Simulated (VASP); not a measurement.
HPbNO4, 14 atoms in the cell. Symmetry: Pmmn, No. 59, orthorhombic system. The conventional cell has a = 4.925 Å, b = 5.597 Å, c = 7.243 Å, α = 90.00°, β = 90.00°, γ = 90.00°. H (site symmetry mm2) has 1 O at 0.97 Å within 1.3 Å. Within 3.5 Å of Pb (site symmetry mm2) lie 11 O at 2.55 to 3.40 Å and 1 N at 2.98 Å and 4 H at 2.99 to 3.02 Å. N (site symmetry mm2) has 3 O at 1.22 to 1.29 Å within 1.6 Å. Within 1.3 Å of O (site symmetry mm2) lie 1 H at 0.97 Å. Within 1.7 Å of O (site symmetry m) lie 1 N at 1.29 Å. O (site symmetry mm2) has 1 N at 1.22 Å within 1.6 Å. 

- Program: VASP 6.6.1
- Task: single point
- Functional: B3LYP
- Potentials or basis: VASP PAW PBE potentials, release 64 (H, Pb_d, N, O)
- Cutoff: 520 eV
- k mesh: 3 × 2 × 2
- Occupations: fermi-dirac, width 0.05 eV
- Spin: no spin polarisation
- Dipole correction: no
- Grid for exact exchange (PRECFOCK): Fast
- Further INCAR settings: ALGO = Normal; EDIFF = 1e-06; NBANDS = 57
- Share of exact exchange: 0.2

Potentials or basis: VASP PAW PBE potentials, release 64 (H, Pb_d, N, O).

Run with:

```bash
$ cat potpaw_PBE.64/H/POTCAR potpaw_PBE.64/Pb_d/POTCAR potpaw_PBE.64/N/POTCAR potpaw_PBE.64/O/POTCAR > POTCAR
$ cp INCAR.step1 INCAR
$ mpirun -np 2 vasp_std > vasp.out
$ cp INCAR.step2 INCAR
$ mpirun -np 2 vasp_std > vasp.out
```

Hardware: 2 MPI ranks on AMD EPYC 7R13 Processor (Zen 3), with other jobs on the host.

Task: How long does it take, and how much memory?

Result: It took 21 min on 2 MPI ranks on AMD EPYC 7R13 Processor (Zen 3), with other jobs on the host, peak memory 0.37 GiB a rank. Counts: k points 8.
